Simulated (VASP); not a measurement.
Runs of VASP 6.6.1 on CdH2O2. The structure is trigonal, space group P-3m1 (No. 164). The conventional cell has a = 3.516 Å, b = 3.516 Å, c = 4.643 Å, α = 90.00°, β = 90.00°, γ = 120.00°. Cd (site symmetry -3m) has 6 O at 2.32 Å and 6 H at 2.91 Å within 3.1 Å. Within 1.3 Å of H (site symmetry 3m) lie 1 O at 0.97 Å. O (site symmetry 3m) has 1 H at 0.97 Å within 1.3 Å. 

```csv
level,potentials or basis,cutoff (eV),second run,gap on the mesh (eV),pressure (GPa),largest force (eV/Å)
BLYP,"VASP PAW PBE potentials, release 64 (Cd_sv_GW, H, O)",600,valence_matched,1.86,(c),0.29
r2SCAN,"VASP PAW PBE potentials, release 64 (Cd, H, O)",520,-,2.25,(b),0.02
BLYP,"VASP PAW PBE potentials, release 64 (Cd, H, O)",520,-,1.84,(a),0.30
LDA,"VASP PAW LDA potentials, release 64 (Cd_sv_GW, H, O)",600,valence_matched,1.56,-4.3,1.07
LDA,"VASP PAW LDA potentials, release 64 (Cd, H, O)",520,-,1.56,-3.1,1.01
```

Alike in all rows: task single point; no spin polarisation; cell as given; k mesh 6 × 6 × 4; smearing gaussian 0.01 eV.

Q: Fill in the values left out.

A: (a) 7.4; (b) 0.2; (c) 6.2.

Caveats: the PAW data sets were made with another functional, which shifts forces and pressure a little (some runs); forces of over 1 eV/Å act on the atoms, so gaps and moduli don't describe the material at rest (some runs).

A k mesh can miss the band edges, and the runs leave out spin-orbit coupling on Cd.

The runs don't all hold the same shells in valence.
